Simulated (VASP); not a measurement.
# Gd (P6_3/mmc) in VASP: a series of runs, part 2 of 2

VASP 6.6.1. Earlier steps stand in the parts before.

### 4 Relaxation of cell and atoms, PBE, collinear spin, ferromagnetic start, target pressure 5 GPa, at which the enthalpy is minimised

INCAR reads:

```
ALGO = Normal
EDIFF = 1E-7
EDIFFG = -0.01
ENCUT = 600
GGA = PE
IBRION = 2
ISIF = 3
ISMEAR = -1
ISPIN = 2
LASPH = T
LCHARG = F
LMAXMIX = 6
LORBIT = 11
LREAL = F
LWAVE = F
MAGMOM = 7 7
NELM = 150
NSW = 60
PREC = Accurate
PSTRESS = 50.0
SIGMA = 0.05
```

KPOINTS reads:

```
k-points
0
Gamma
  8 8 5
```

POSCAR reads:

```
Gd
1.0
    3.6360000000      0.0000000000      0.0000000000
   -1.8180000000      3.1488683682      0.0000000000
    0.0000000000      0.0000000000      5.7826000000
Gd
2
Direct
    0.6666666667      0.3333333333      0.7500000000
    0.3333333333      0.6666666667      0.2500000000
```

Potentials or basis: VASP PAW PBE potentials, release 64 (Gd).

The run is started by

```console
> cat potpaw_PBE.64/Gd/POTCAR > POTCAR
> mpirun -np 1 vasp_std > vasp.out
```

OUTCAR:

```text
EDIFF = 1E-7
   EDIFFG = -0.01
   ENCUT = 600
   GGA = PE
   IBRION = 2
   ISIF = 3
   ISMEAR = -1
   ISPIN = 2
   LASPH = T
   LORBIT = 11
   LREAL = F
   NELM = 150
   NSW = 60
   PREC = Accurate
   PSTRESS = 50.0

 ion  position               nearest neighbor table
   1  0.667  0.333  0.750-
   2  0.333  0.667  0.250-

  LATTYP: Found a hexagonal cell.
 ALAT       =     3.6360000000
 C/A-ratio  =     1.5903740374

  Lattice vectors:

 A1 = (   3.6360000000,   0.0000000000,   0.0000000000)
 A2 = (  -1.8180000000,   3.1488683682,   0.0000000000)
 A3 = (   0.0000000000,   0.0000000000,   5.7826000000)

Analysis of symmetry for initial positions (statically):
=====================================================================
 Subroutine PRICEL returns:
 Original cell was already a primitive cell.

 Routine SETGRP: Setting up the symmetry group for a
 hexagonal supercell.

 Subroutine GETGRP returns: Found 24 space group operations
 (whereof 12 operations were pure point group operations)
 out of a pool of 24 trial point group operations.

[... 185 lines left out ...]
 cond. band min:       2.9699104722   @ k =   0.2500   0.2500   0.0000
 fundamental gap:      0.0213515351
 Fermi energy:         2.9630643090

 spin component 1

 k-point     1 :       0.0000    0.0000    0.0000
  band No.  band energies     occupation
      1     -42.3450      1.00000
      2     -42.2759      1.00000
      3     -20.0890      1.00000
      4     -19.4750      1.00000
      5     -19.4750      1.00000
      6     -19.3688      1.00000
[... 1642 lines left out ...]
  energy  without entropy=      -23.2881788331  energy(sigma->0) =      -23.30283880

  enthalpy is  TOTEN    =       -21.4588131684 eV   P V=        1.8586856064

[... ionic steps 4 to 9 ...]

--------------------------------------- Ionic step       10  -------------------------------------------

 number of electron      35.9999990 magnetization      15.1470198

------------------------ aborting loop because EDIFF is reached ----------------------------------------
[... 71 lines left out ...]
--------------------------------------- Ionic step       12  -------------------------------------------

 number of electron      35.9999990 magnetization      15.1423221

 Free energy of the ion-electron system (eV)
  ---------------------------------------------------
  ext. energy  EPLUGINS =         0.00000000
  ---------------------------------------------------
  free energy    TOTEN  =       -23.31721275 eV

  energy without entropy =      -23.28799330  energy(sigma->0) =      -23.30260303

 E-fermi :   3.4922     XC(G=0): -10.4527

 val. band max:        3.4750195990   @ k =   0.2500   0.0000   0.2000
 cond. band min:       3.5205941089   @ k =   0.1250   0.1250   0.0000
 fundamental gap:      0.0455745099
 Fermi energy:         3.4922190731

 spin component 1

 k-point     1 :       0.0000    0.0000    0.0000
  band No.  band energies     occupation
      1     -41.6470      1.00000
      2     -41.5416      1.00000
      3     -19.5451      1.00000
      4     -18.6912      1.00000
      5     -18.6912      1.00000
      6     -18.5526      1.00000
[... 1564 lines left out ...]
  energy  without entropy=      -23.2879933049  energy(sigma->0) =      -23.30260303

  enthalpy is  TOTEN    =       -21.4590884227 eV   P V=        1.8581243318

 reached required accuracy - stopping structural energy minimisation

 total charge

# of ion       s       p       d       f       tot
--------------------------------------------------
    1        2.081   5.561   0.633   6.972  15.247
    2        2.081   5.561   0.633   6.972  15.247
--------------------------------------------------
tot          4.161  11.123   1.267  13.944  30.494

 magnetization (x)

# of ion       s       p       d       f       tot
--------------------------------------------------
    1        0.006  -0.051   0.214   6.822   6.990
    2        0.006  -0.051   0.214   6.822   6.990
--------------------------------------------------
tot          0.011  -0.101   0.428  13.643  13.981
```

CONTCAR:

```text
Gd
   1.00000000000000
     3.4984700030913292   -0.0000000000000000   -0.0000000000000000
    -1.7492350015456646    3.0297638971060712    0.0000000000000000
    -0.0000000000000000    0.0000000000000000    5.6173102067236984
  Gd
     2
Direct
     0.6666666667000030    0.3333333332999970    0.7500000000000000
     0.3333333332999970    0.6666666667000030    0.2500000000000000

  0.00000000E+00  0.00000000E+00  0.00000000E+00
  0.00000000E+00  0.00000000E+00  0.00000000E+00
```

Run time: 40 min. Hardware: 1 thread of AMD EPYC 7R13 (Zen 3), shared host; peak memory 0.29 GiB.

Results:

```
Free energy                                                : -23.3172 eV
Relaxed volume                                             : 29.77 Å³/atom
Relaxed cell                                               : a = 3.498 Å, b = 3.498 Å, c = 5.617 Å, α = 90.00°, β = 90.00°, γ = 120.00°
Space group after relaxing (to 0.1 Å)                      : P6_3/mmc (No. 194)
Energy change on relaxing (the run minimises the enthalpy) : +55.1 meV/atom
Ionic steps                                                : 12
Pressure after relaxing                                    : 5.0 GPa
Net moment                                                 : 15.14 μB per cell
Site moments                                               : Gd +6.99 μB
Valence electrons inside the program's atomic spheres      : Gd 15.25
```

Step by step:
| step | energy change (eV) | largest force (eV/Å) | pressure (GPa) | volume (Å³) |
| --- | --- | --- | --- | --- |
| 1 | 0.0000 | 0.0000 | 0.56 | 66.21 |
| 2 | 0.1733 | 0.0000 | 6.50 | 57.80 |
| 3 | 0.1100 | 0.0000 | 5.24 | 59.56 |
| 4 | 0.1012 | 0.0000 | 4.71 | 59.85 |
| 5 | 0.1060 | 0.0000 | 4.96 | 59.69 |
| 6 | 0.1058 | 0.0000 | 4.93 | 59.69 |
| 7 | 0.1057 | 0.0000 | 4.92 | 59.69 |
| 8 | 0.1057 | 0.0000 | 4.93 | 59.69 |
| 9 | 0.1058 | 0.0000 | 4.93 | 59.69 |
| 10 | 0.1058 | 0.0000 | 4.92 | 59.69 |
| 11 | 0.1058 | 0.0000 | 4.92 | 59.69 |
| 12 | 0.1103 | 0.0000 | 5.01 | 59.54 |

Final structure:
```
Gd
1.0
     3.49847    0.00000    0.00000
    -1.74924    3.02976    0.00000
     0.00000    0.00000    5.61731
Gd
2
Direct
  0.66667 0.33333 0.75000
  0.33333 0.66667 0.25000
```

Caveat: the cell is relaxed towards a set pressure, so the run minimises the enthalpy, not the energy; spin-orbit coupling is left out, which moves the levels of the heavy elements; semilocal functionals describe open f shells poorly, which spoils levels, moments and volumes. The state reached can hang on the start; a lower one may exist.

### 5 Single point, PBE, collinear spin, ferromagnetic start

INCAR reads:

```
SYSTEM = Gd
PREC     = Accurate       ! precision mode
ENCUT    = 520            ! plane-wave cutoff, eV
EDIFF    = 1E-7           ! SCF threshold, eV
ISMEAR   = 0              ! smearing method
SIGMA    = 0.024          ! smearing width, eV
LREAL    = .False.        ! projectors in reciprocal space
LASPH    = .True.         ! aspherical terms in the spheres
NELM     = 150            ! most SCF steps
ALGO     = Normal         ! electronic algorithm
ISIF     = 2              ! what is computed and relaxed
LWAVE    = .False.        ! write WAVECAR
LCHARG   = .False.        ! write CHGCAR
ISPIN    = 2              ! spin polarisation
MAGMOM   = 7 7            ! initial moments
LORBIT   = 11             ! projections on sites
LMAXMIX  = 6              ! l up to which the mixer works
GGA      = PE             ! functional
NBANDS   = 29             ! bands
```

KPOINTS reads:

```
Automatic mesh
0
Gamma
  8 8 5
  0 0 0
```

POSCAR is that of step 4.

The run is started by

```console
> cat potpaw_PBE.64/Gd/POTCAR > POTCAR
> mpirun -np 1 vasp_std > vasp.out
```

Run time: 6.8 min. Hardware: 1 thread of Oxide Virtual Turin-like, shared host; peak memory 0.24 GiB.

The run converged. Its results:

* Free energy: -23.4117 eV
* Pressure: 0.5 GPa
* Net moment: 15.20 μB per cell
* Site moments: Gd +6.98 μB
* Valence electrons inside the program's atomic spheres: Gd 15.19

Stress tensor (GPa, compression positive):
```
0.37 0.00 0.00
0.00 0.37 0.00
0.00 0.00 0.73
```

Levels at points of the mesh, in eV from the Fermi level:
Spin up:
| k point | band 24 | band 25 | band 26 | band 27 | band 28 | band 29 |
| --- | --- | --- | --- | --- | --- | --- |
| (0.00, 0.00, 0.00) | -2.49 | 1.04 | 1.33 | 1.33 | 1.49 | 1.95 |
| (0.50, 0.00, 0.00) | -1.74 | -1.29 | -0.11 | 1.06 | 1.09 | 1.78 |
Spin down:
| k point | band 7 | band 8 | band 9 | band 10 | band 11 | band 12 | band 13 | band 14 |
| --- | --- | --- | --- | --- | --- | --- | --- | --- |
| (0.00, 0.00, 0.00) | -19.97 | -19.95 | -4.20 | -1.46 | 0.31 | 0.34 | 0.39 | 0.45 |
| (0.50, 0.00, 0.00) | -20.17 | -20.06 | -1.08 | -0.93 | -0.61 | 0.34 | 0.40 | 0.47 |

Caveat: spin-orbit coupling is left out, which moves the levels of the heavy elements; semilocal functionals describe open f shells poorly, which spoils levels, moments and volumes.

### 6 Single point, PBE, collinear spin, ferromagnetic start

INCAR reads:

```
PREC = Accurate
ENCUT = 520
EDIFF = 1E-7
ISMEAR = 0
SIGMA = 0.023
LREAL = False
LASPH = True
NELM = 150
ALGO = Normal
ISIF = 2
LWAVE = False
LCHARG = False
ISPIN = 2
MAGMOM = 7 7
LORBIT = 11
LMAXMIX = 6
GGA = PE
NBANDS = 29
```

KPOINTS reads:

```
Automatic mesh
0
Gamma
  8 8 5
```

POSCAR is that of step 5.

Potentials or basis: VASP PAW PBE potentials, release 64 (Gd).

The run is started by

```console
> cat potpaw_PBE.64/Gd/POTCAR > POTCAR
> mpirun -np 1 vasp_std > vasp.out
```

Wall time 6.4 min (1 thread of Oxide Virtual Turin-like, shared host); peak memory 0.24 GiB.

Results (log left out):

```yaml
Free_energy: -23.4116 eV
Pressure: 0.5 GPa
Net_moment: 15.20 μB per cell
Site_moments: Gd +6.98 μB
Valence_electrons_inside_the_program's_atomic_spheres: Gd 15.19
```

Stress tensor (GPa, compression positive):
```
0.40 0.00 0.00
0.00 0.40 0.00
0.00 0.00 0.75
```

Levels at points of the mesh, in eV from the Fermi level:
Spin up:
```csv
k point,band 24,band 25,band 26,band 27,band 28,band 29
"(0.00, 0.00, 0.00)",-2.49,1.04,1.33,1.33,1.49,1.95
"(0.50, 0.00, 0.00)",-1.74,-1.29,-0.11,1.06,1.09,1.78
```
Spin down:
```tsv
k point	band 6	band 7	band 8	band 9	band 10	band 11	band 12	band 13	band 14	band 15
(0.00, 0.00, 0.00)	-19.97	-19.97	-19.95	-4.20	-1.46	0.31	0.34	0.39	0.45	0.45
(0.50, 0.00, 0.00)	-20.27	-20.18	-20.06	-1.08	-0.93	-0.61	0.34	0.40	0.47	0.47
```

Caveat: spin-orbit coupling is left out, which moves the levels of the heavy elements; semilocal functionals describe open f shells poorly, which spoils levels, moments and volumes.

### 7 Overview

```csv
task,spin,cell,k mesh,cutoff (eV),smearing,gap on the mesh (eV),pressure (GPa),moment (μB)
relaxation of cell and atoms,"collinear, ferromagnetic start",relaxed,8 × 8 × 5,600,fermi-dirac 0.05 eV,none,0.0,15.25
single point,"non-collinear, typed start, SOC",as given,6 × 6 × 4,520,fermi-dirac 0.05 eV,-,0.5,15.28
relaxation of cell and atoms,"collinear, ferromagnetic start",relaxed to 5 GPa,8 × 8 × 5,600,fermi-dirac 0.05 eV,none,5.0,15.14
single point,"collinear, ferromagnetic start",as given,8 × 8 × 5,520,gaussian 0.024 eV,none,0.5,15.20
single point,"collinear, ferromagnetic start",as given,8 × 8 × 5,520,gaussian 0.023 eV,none,0.5,15.20
```

Alike in all rows: level PBE; potentials or basis VASP PAW PBE potentials, release 64 (Gd).

Caveats: semilocal functionals describe open f shells poorly, which spoils levels, moments and volumes; spin-orbit coupling is left out, which moves the levels of the heavy elements (at least some runs); the cell is relaxed towards a set pressure, so the run minimises the enthalpy, not the energy (at least some runs).

Absolute energies hang on the potentials; compare differences alone.

The gap in the log of VASP goes by the Fermi energy; the results here count the filled bands.